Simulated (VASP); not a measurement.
Set up this calculation in VASP 6.6.1, as the native input.

* Task: relaxation of cell and atoms
* Functional: PBE
* Potentials or basis: VASP PAW PBE potentials, release 64 (Mg, Cd, Se)
* Cutoff: 600 eV
* k mesh: 6 × 6 × 1
* Occupations: gaussian, width 0.1 eV
* Spin: no spin polarisation
* Dipole correction: no
* Further INCAR settings: ALGO = Normal; EDIFF = 1e-07; IBRION = 2; EDIFFG = -0.025; NSW = 80; ISIF = 3

The structure of Mg2CdSe3 lies in POSCAR:

```
Mg2CdSe3
1.0
    4.2772331399      0.0040527619     -0.0234370637
   -2.1351067752      3.6400685762     -0.0131881875
   -0.1137651341     -0.1396020766     20.4860238418
Mg Cd Se
4 2 6
Direct
    0.6369240102      0.3171323158      0.1691089350
    0.6290966235      0.2836522345      0.8309085855
    0.3234516993      0.6648187248      0.3339116769
    0.3508945569      0.6730760090      0.6701323672
    0.6667874980      0.3231960029      0.4990094112
    0.2928661139      0.6602016884     -0.0035755310
    0.6439908753      0.3370789586      0.2903006079
    0.7132781067      0.3876769058      0.6292121224
    0.7069312422      0.3304692864      0.9555992611
    0.3309148773      0.6579099609      0.1337591568
    0.3424223554      0.6818894564      0.4542241087
    0.3624420414      0.6828984566      0.7874112982
```

The input as run:

INCAR

```
PREC     = Accurate       # precision mode
ENCUT    = 600            # plane-wave cutoff, eV
EDIFF    = 1E-7           # SCF threshold, eV
ISMEAR   = 0              # smearing method
SIGMA    = 0.1            # smearing width, eV
LREAL    = F              # projectors in reciprocal space
LASPH    = T              # aspherical terms in the spheres
NELM     = 100            # most SCF steps
ALGO     = Normal         # electronic algorithm
ISIF     = 3              # what is computed and relaxed
LWAVE    = F              # write WAVECAR
LCHARG   = F              # write CHGCAR
GGA      = PE             # functional
IBRION   = 2              # ionic algorithm
NSW      = 80             # ionic steps
EDIFFG   = -0.025         # ionic threshold
```

KPOINTS

```
regular mesh
0
Gamma
  6 6 1
```

Potentials or basis: VASP PAW PBE potentials, release 64 (Mg, Cd, Se).

Command:

```console
$ cat potpaw_PBE.64/Mg/POTCAR potpaw_PBE.64/Cd/POTCAR potpaw_PBE.64/Se/POTCAR > POTCAR
$ mpirun -np 1 vasp_std > vasp.out
```

Results of the run:

```json
{
 "Relaxed volume": "27.89 Å³/atom",
 "Relaxed cell": "a = 4.303 Å, b = 4.300 Å, c = 20.891 Å, α = 89.98°, β = 89.95°, γ = 120.01°",
 "Space group after relaxing (to 0.1 Å)": "Cmc2_1 (No. 36)",
 "Energy gained by relaxing": "96.7 meV/atom",
 "Ionic steps": "20",
 "Pressure after relaxing": "0.0 GPa",
 "Largest force after relaxing": "0.025 eV/Å",
 "Band gap on the k mesh": "1.53 eV"
}
```

It took 110 min on 1 thread of AMD EPYC 9755 128-Core Processor, on a shared host, peak memory 0.74 GiB.
